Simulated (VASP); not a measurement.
Wanted: the native input for a VASP 6.6.1 run.

```yaml
Task: electric field gradients
Functional: LDA
Potentials_or_basis: VASP PAW LDA potentials, release 64 (Nb_sv, N)
Cutoff: 520 eV
k_mesh: 13 × 13 × 13
Occupations: fermi-dirac, width 0.08 eV
Spin: no spin polarisation
Dipole_correction: no
Further_INCAR_settings: ALGO = Normal; EDIFF = 1e-08; NBANDS = 16
```

The structure of NbN lies in POSCAR:

```
NbN
1.0
    0.0000000000      2.1725550000      2.1945000000
    2.1725550000      0.0000000000      2.1945000000
    2.1725550000      2.1725550000      0.0000000000
Nb N
1 1
Direct
    0.5000000000      0.5000000000      0.5000000000
    0.0000000000      0.0000000000      0.0000000000
```

This cell differs from its parent crystal: equal xx and yy strain of -1 %.

The input as run:

INCAR

```
PREC     = Accurate       # precision mode
ENCUT    = 520            # plane-wave cutoff, eV
EDIFF    = 1E-8           # SCF threshold, eV
ISMEAR   = -1             # smearing method
SIGMA    = 0.08           # smearing width, eV
LREAL    = F              # projectors in reciprocal space
LASPH    = T              # aspherical terms in the spheres
NELM     = 120            # most SCF steps
ALGO     = Normal         # electronic algorithm
ISIF     = 2              # what is computed and relaxed
LWAVE    = F              # write WAVECAR
LCHARG   = F              # write CHGCAR
LEFG     = T            
NBANDS   = 16             # bands
GGA_COMPAT= F
```

KPOINTS

```
Automatic mesh
0
Gamma
  13 13 13
```

Potentials or basis: VASP PAW LDA potentials, release 64 (Nb_sv, N).

Launch:

```sh
$ cat potpaw_LDA.64/Nb_sv/POTCAR potpaw_LDA.64/N/POTCAR > POTCAR
$ mpirun -np 1 vasp_std > vasp.out
```

Results of the run:

The pressure is -0.9 GPa and the band gap on the k mesh is zero (band 9 reaches 15.61 eV, above the bottom of band 10 at 12.11 eV).

Caveat: the cell differs from its parent crystal (equal xx and yy strain of -1 %); without QUAD_EFG the Cq values of the log hold for a quadrupole moment of 1 mb, not for the nuclei.

Wall time 44 s on 1 thread of Intel Xeon 6975P-C, on a shared host, peak memory 0.18 GiB.
